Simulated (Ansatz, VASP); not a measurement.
# BP3 in VASP and in Ansatz

File INCAR:

```
SYSTEM = BP3
  PREC = Accurate
  ENCUT = 600
  EDIFF = 1E-6
  ISMEAR = 0
  SIGMA = 0.1
  LREAL = .FALSE.
  LASPH = .TRUE.
  NELM = 60
  ALGO = Normal
  ISIF = 3
  LWAVE = .FALSE.
  LCHARG = .FALSE.
  GGA = PE
  IBRION = 2
  NSW = 100
  EDIFFG = -0.01
```

The input KPOINTS:

```
Automatic mesh
0
G
  12 12 12
  0 0 0
```

File POSCAR:

```
BP3
1.0
    3.6931620857      0.0000000000      0.0000000000
    0.0000000000      3.6931620857      0.0000000000
    0.0000000000      0.0000000000      3.6931620857
B P
1 3
Direct
    0.0000000000      0.0000000000      0.0000000000
    0.0000000000      0.5000000000      0.5000000000
    0.5000000000      0.0000000000      0.5000000000
    0.5000000000      0.5000000000      0.0000000000
```

Input for Ansatz:

```yaml
crystal:
  lattice:
    - [3.6931620857, 0.0, 0.0]
    - [0.0, 3.6931620857, 0.0]
    - [0.0, 0.0, 3.6931620857]
  atoms:
    - { symbol: B, position: [0.0, 0.0, 0.0] }
    - { symbol: P, position: [0.0, 0.5, 0.5] }
    - { symbol: P, position: [0.5, 0.0, 0.5] }
    - { symbol: P, position: [0.5, 0.5, 0.0] }
basis:
  ecutwfc: 420
kpoints:
  mp_grid: { grid: [12, 12, 12] }
hamiltonian:
  xc: pbe
scf:
  occupations: { method: gaussian, width: 0.1 }
output:
  forces: true
  stress: true
  eigenvalues: true
  write_density: true
  write_potential: true
  elf: true
  volumetric_format: npy
relax:
  adjacent_minimum: "off"
  f_tol: 0.01
  max_steps: 80
  cell: { stress_tol: 0.05 }
```

Alike in both runs: task relaxation of cell and atoms; functional PBE; k mesh 12 × 12 × 12; occupations gaussian, width 0.1 eV; no spin polarisation.

|  | VASP | Ansatz |
| --- | --- | --- |
| version | VASP 6.6.1 | Ansatz 0.2.0 |
| potentials or method | VASP PAW PBE potentials, release 64 (B, P), cutoff 600 eV | scalar-relativistic, plane waves, PAW |
| valence electrons in the cell | 18 | 18 |

```csv
,VASP,Ansatz,Ansatz less VASP
"gap on the k mesh at the Fermi level, each at its own relaxed structure (eV)",none,none,-
relaxed volume (Å³/atom),12.52,12.55,+0.026
relaxed cell length with the largest relative difference (Å),3.686,3.689,+0.0025
```

A gap of «none» marks a metal or a gap that the smearing closes.
